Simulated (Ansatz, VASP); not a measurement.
## IrF2: VASP beside Ansatz

```xyz
6
Lattice="4.7086 0.0000 0.0000 0.0000 4.7086 0.0000 0.0000 0.0000 3.6730" Properties=species:S:1:pos:R:3 pbc="T T T"
Ir    0.0000    0.0000    0.0000
Ir    2.3543    2.3543    1.8365
F     1.4753    1.4753    0.0000
F     0.8789    3.8296    1.8365
F     3.2332    3.2332    0.0000
F     3.8296    0.8789    1.8365
```

Alike in both runs: functional PBE; k mesh 8 × 8 × 10; occupations gaussian, width 0.1 eV; no spin polarisation.

Ansatz relaxed the structure, and its values are those at the end. VASP's run is a single point on that final structure, the one shown.

```csv
,VASP,Ansatz
version,VASP 6.6.1,Ansatz 0.2.0
potentials or method,"VASP PAW PBE potentials, release 64 (Ir, F), cutoff 520 eV","scalar-relativistic, plane waves, PAW"
valence electrons in the cell,46,62
```

```csv
,VASP,Ansatz,Ansatz less VASP
gap on the k mesh at the Fermi level (eV),none,none,-
pressure (GPa),0.1,0.0,-0.11
rms of the force components (eV/Å),0.023,0.000,-0.0235
```

A gap of «none» marks a metal or a gap that the smearing closes. VASP's potentials hold 46 valence electrons a cell and Ansatz's 62, so a difference there can come from the potentials and not from the codes.

Spin-orbit coupling is off throughout.
